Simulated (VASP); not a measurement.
# Ga (I4_1/amd) in VASP: relaxation of cell and atoms with PBE

Aim: the relaxation of cell and atoms of Ga with PBE.

Everything below comes from runs of VASP 6.6.1. Logs are shortened: lines on timing, memory, paths and dates and some standing lists are left out, and cuts for length are marked.

## (1) The cell of the first run

The structure is tetragonal, space group I4_1/amd (No. 141). Conventional cell: a = 5.033 Å, b = 5.033 Å, c = 2.768 Å, α = 90.00°, β = 90.00°, γ = 90.00°. Ga (site symmetry -4m2) has 10 Ga at 2.61 to 3.26 Å within 3.4 Å.

## (2) Relaxation of cell and atoms, PBE, target pressure 7.4 GPa, at which the enthalpy is minimised

INCAR

```
SYSTEM = Ga
PREC     = Accurate       ! precision mode
ENCUT    = 600            ! plane-wave cutoff, eV
EDIFF    = 1E-7           ! SCF threshold, eV
ISMEAR   = -1             ! smearing method
SIGMA    = 0.05           ! smearing width, eV
LREAL    = .False.        ! projectors in reciprocal space
LASPH    = .True.         ! aspherical terms in the spheres
NELM     = 60             ! most SCF steps
ALGO     = Normal         ! electronic algorithm
ISIF     = 3              ! what is computed and relaxed
LWAVE    = .False.        ! write WAVECAR
LCHARG   = .False.        ! write CHGCAR
GGA      = PE             ! functional
IBRION   = 2              ! ionic algorithm
NSW      = 60             ! ionic steps
EDIFFG   = -0.005         ! ionic threshold
PSTRESS  = 74.0
```

KPOINTS

```
Automatic mesh
0
Gamma
  16 16 16
  0 0 0
```

POSCAR

```
Ga
1.0
   -2.5165718975      2.5165718975      1.3841145436
    2.5165718975     -2.5165718975      1.3841145436
    2.5165718975      2.5165718975     -1.3841145436
Ga
2
Direct
   -0.3750000000     -0.1250000000     -0.2500000000
    0.3750000000      0.1250000000      0.2500000000
```

Potentials or basis: VASP PAW PBE potentials, release 64 (Ga_d).

Command:

```console
> cat potpaw_PBE.64/Ga_d/POTCAR > POTCAR
> mpirun -np 1 vasp_std > vasp.out
```

OUTCAR:

```text
SYSTEM = Ga
   PREC = Accurate
   ENCUT = 600
   EDIFF = 1E-7
   ISMEAR = -1
   LREAL = .False.
   LASPH = .True.
   NELM = 60
   ISIF = 3
   GGA = PE
   IBRION = 2
   NSW = 60
   EDIFFG = -0.005
   PSTRESS = 74.0

 ion  position               nearest neighbor table
   1  0.625  0.875  0.750-   2 2.61   2 2.61   2 2.61   2 2.61
   2  0.375  0.125  0.250-   1 2.61   1 2.61   1 2.61   1 2.61

  LATTYP: Found a body centered tetragonal cell.
 ALAT       =     5.0331437950
 C/A-ratio  =     0.5500000000

  Lattice vectors:

 A1 = (  -2.5165718975,   2.5165718975,   1.3841145436)
 A2 = (   2.5165718975,  -2.5165718975,   1.3841145436)
 A3 = (   2.5165718975,   2.5165718975,  -1.3841145436)

Analysis of symmetry for initial positions (statically):
=====================================================================
 Subroutine PRICEL returns:
 Original cell was already a primitive cell.

 Routine SETGRP: Setting up the symmetry group for a
 body centered tetragonal supercell.

 Subroutine GETGRP returns: Found 16 space group operations
 (whereof  4 operations were pure point group operations)
 out of a pool of 16 trial point group operations.

The static configuration has the point symmetry C_2h.
 The point group associated with its full space group is D_4h.

Analysis of symmetry for dynamics (positions and initial velocities):
=====================================================================
 Subroutine PRICEL returns:
 Original cell was already a primitive cell.

 Routine SETGRP: Setting up the symmetry group for a
 body centered tetragonal supercell.

 Subroutine GETGRP returns: Found 16 space group operations
 (whereof  4 operations were pure point group operations)
 out of a pool of 16 trial point group operations.

The dynamic configuration has the point symmetry C_2h.
 The point group associated with its full space group is D_4h.

 Subroutine INISYM returns: Found 16 space group operations
 (whereof  4 operations are pure point group operations),
 and found     1 'primitive' translations

----------------------------------------------------------------------------------------

                                     Primitive cell

  volume of cell :      35.0631

  direct lattice vectors                    reciprocal lattice vectors
    -2.516571897  2.516571897  1.384114544     0.000000000  0.198682978  0.361241779
     2.516571897 -2.516571897  1.384114544     0.198682978  0.000000000  0.361241779
[... 93 lines left out ...]
   POTIM  = 0.5000    time-step for ionic-motion
   TEBEG  =    0.0;   TEEND  =   0.0 temperature during run
   PSTRESS=   74.0 pullay stress
   NELECT =      26.0000    total number of electrons
   NUPDOWN=      -1.0000    fix difference up-down
   EMIN   =  10.00;   EMAX   =-10.00  energy-range for DOS
   EFERMI =   0.00;   METHOD = LEGACY
   ISMEAR =    -1;   SIGMA  =   0.05  broadening in eV -4-tet -1-fermi 0-gaus
   EFERMI_NEDOS =   21; number of points for ismear=-14 and -15
   IALGO  =     38    algorithm
   IMIX   =      4    mixing-type and parameters
     AMIX     =   0.40;   BMIX     =  1.00
     AMIX_MAG =   1.60;   BMIX_MAG =  1.00
  volume/ion in A,a.u.               =      17.53       118.31
  Fermi-wavevector in a.u.,A,eV,Ry     =   1.481775  2.800149 29.873745  2.195658
  Thomas-Fermi vector in A             =   2.595644
   LORBIT       =      0    0 simple, 1 ext, 2 COOP (PROOUT), +10 PAW based schemes
   GGA     = PE    functional components
   LHFCALC =     F    Hartree Fock is set to
   AEXX    =    0.0000 exact exchange contribution
   IVDW    =     0    specifies the selected vdW correction
   LEPSILON=     F    determine dielectric tensor
   LRPA    =     F    only Hartree local field effects (RPA)
 conjugate gradient relaxation of ions
 non-spin polarized calculation
  energy-cutoff  :      600.00
  volume of cell :       35.06
 maximum number of plane-waves:      1197
   NGX = 15   NGY = 15   NGZ = 15

--------------------------------------- Ionic step        1  -------------------------------------------

 number of electron      26.0000002 magnetization

 Free energy of the ion-electron system (eV)
  ---------------------------------------------------
  ext. energy  EPLUGINS =         0.00000000
  ---------------------------------------------------
  free energy    TOTEN  =        -5.60492605 eV

  energy without entropy =       -5.59839979  energy(sigma->0) =       -5.60166292

------------------------ aborting loop because EDIFF is reached ----------------------------------------

  FORCE on cell =-STRESS in cart. coord.  units (eV):
  Direction    XX          YY          ZZ          XY          YZ          ZX
  --------------------------------------------------------------------------------------
  -------------------------------------------------------------------------------------
  Total        1.9336318      1.9336318      1.0624799      0.0000000     -0.0000000      0.0000000
  in kB       88.3555122     88.3555122     48.5490332      0.0000000     -0.0000000      0.0000000
  external PRESSURE =       1.0866859 kB  Pullay stress =      74.0000000 kB
[... 215 lines left out ...]
--------------------------------------- Ionic step        7  -------------------------------------------

 number of electron      26.0000007 magnetization

 Free energy of the ion-electron system (eV)
  ---------------------------------------------------
  ext. energy  EPLUGINS =         0.00000000
  ---------------------------------------------------
  free energy    TOTEN  =        -5.61416589 eV

  energy without entropy =       -5.60752436  energy(sigma->0) =       -5.61084513

 E-fermi :   6.0927     XC(G=0): -11.3479

 val. band max:        6.0876932596   @ k =   0.0625   0.0625   0.0625
 cond. band min:       6.0938497178   @ k =   0.1875   0.1875   0.1250
 fundamental gap:      0.0061564582
 Fermi energy:         6.0927338089

 k-point     1 :       0.0000    0.0000    0.0000
  band No.  band energies     occupation
      1      -9.1500      2.00000
      2      -9.0546      2.00000
      3      -9.0491      2.00000
      4      -9.0269      2.00000
      5      -8.6795      2.00000
      6      -8.6795      2.00000
[... 457 lines left out ...]
      4      -9.0286      2.00000
      5      -8.6816      2.00000
      6      -8.6779      2.00000
[... 9 lines left out ...]
     16      15.9666      0.00000
     17      16.2353      0.00000

 [... further k-points ...]

------------------------ aborting loop because EDIFF is reached ----------------------------------------

  FORCE on cell =-STRESS in cart. coord.  units (eV):
  Direction    XX          YY          ZZ          XY          YZ          ZX
  --------------------------------------------------------------------------------------
  -------------------------------------------------------------------------------------
  Total        1.6229815      1.6229815      1.6120092     -0.0000000     -0.0000000      0.0000000
  in kB       74.2588215     74.2588215     73.7567879     -0.0000000     -0.0000000      0.0000000
  external PRESSURE =       0.0914770 kB  Pullay stress =      74.0000000 kB
[... 21 lines left out ...]
  energy  without entropy=       -5.6075243609  energy(sigma->0) =       -5.61084513

  enthalpy is  TOTEN    =        -3.9968411297 eV   P V=        1.6173247596

 reached required accuracy - stopping structural energy minimisation
```

OSZICAR:

```text
N       E                     dE             d eps       ncg     rms          rms(c)
DAV:   1     0.114733810674E+03    0.11473E+03   -0.15093E+04 12314   0.321E+03
[... 56 lines left out ...]
       N       E                     dE             d eps       ncg     rms          rms(c)
DAV:   1    -0.561573378811E+01   -0.53537E-02   -0.20811E-02 11932   0.260E+00    0.232E-01
DAV:   2    -0.561449987296E+01    0.12339E-02   -0.24485E-03 14976   0.925E-01    0.104E-01
DAV:   3    -0.561420233219E+01    0.29754E-03   -0.35854E-04 15192   0.335E-01    0.226E-02
DAV:   4    -0.561416577249E+01    0.36560E-04   -0.43822E-05 13995   0.110E-01    0.168E-03
DAV:   5    -0.561416591421E+01   -0.14172E-06   -0.11385E-06 14547   0.145E-02    0.584E-04
DAV:   6    -0.561416588926E+01    0.24946E-07   -0.19778E-07  9595   0.757E-03
   7 F= -.39968411E+01 E0= -.39935204E+01  d E =-.151972E-03
```

It took 16 min on 1 thread of AMD EPYC 7R13 (Zen 3), shared host; peak memory 0.32 GiB.

Results:

```yaml
Free_energy: -5.6142 eV
Relaxed_volume: 17.51 Å³/atom
Relaxed_cell: a = 3.849 Å, b = 3.849 Å, c = 3.849 Å, α = 97.03°, β = 97.03°, γ = 139.05°
Space_group_after_relaxing_to_0.1_Å: I4_1/amd (No. 141)
Energy_change_on_relaxing_the_run_minimises_the_enthalpy: -4.6 meV/atom
Ionic_steps: 7
Pressure_after_relaxing: 7.4 GPa
Band_gap_on_the_k_mesh: zero (bands 13 and 14 overlap by 7.71 eV)
```

Step by step:
```csv
step,energy change (eV),largest force (eV/Å),pressure (GPa),volume (Å³)
1,0.0000,0.0000,7.51,35.06
2,-0.0116,0.0000,7.26,35.12
3,-0.0151,0.0000,7.07,35.15
4,-0.0155,0.0000,7.07,35.16
5,-0.0156,0.0000,7.06,35.16
6,-0.0055,0.0000,7.59,34.94
7,-0.0092,0.0000,7.41,35.02
```

Final structure:
```
Ga
1.0
    -2.54983    2.54983    1.34647
     2.54983   -2.54983    1.34647
     2.54983    2.54983   -1.34647
Ga
2
Direct
  0.62500 0.87500 0.75000
  0.37500 0.12500 0.25000
```

Levels at points of the mesh, in eV from the Fermi level:
| k point | band 11 | band 12 | band 13 | band 14 | band 15 | band 16 |
| --- | --- | --- | --- | --- | --- | --- |
| (0.00, 0.00, 0.00) | -11.57 | -0.56 | -0.56 | -0.50 | 4.38 | 10.46 |
| (0.50, 0.00, 0.00) | -4.97 | -4.43 | -0.01 | 0.66 | 0.87 | 4.13 |
| (0.50, 0.50, 0.00) | -8.61 | -8.61 | 2.75 | 2.75 | 4.34 | 4.34 |
| (0.50, 0.50, 0.50) | -6.19 | -6.19 | -4.70 | -4.70 | 9.64 | 9.64 |

Caveat: the cell is relaxed towards a set pressure, so the run minimises the enthalpy, not the energy.
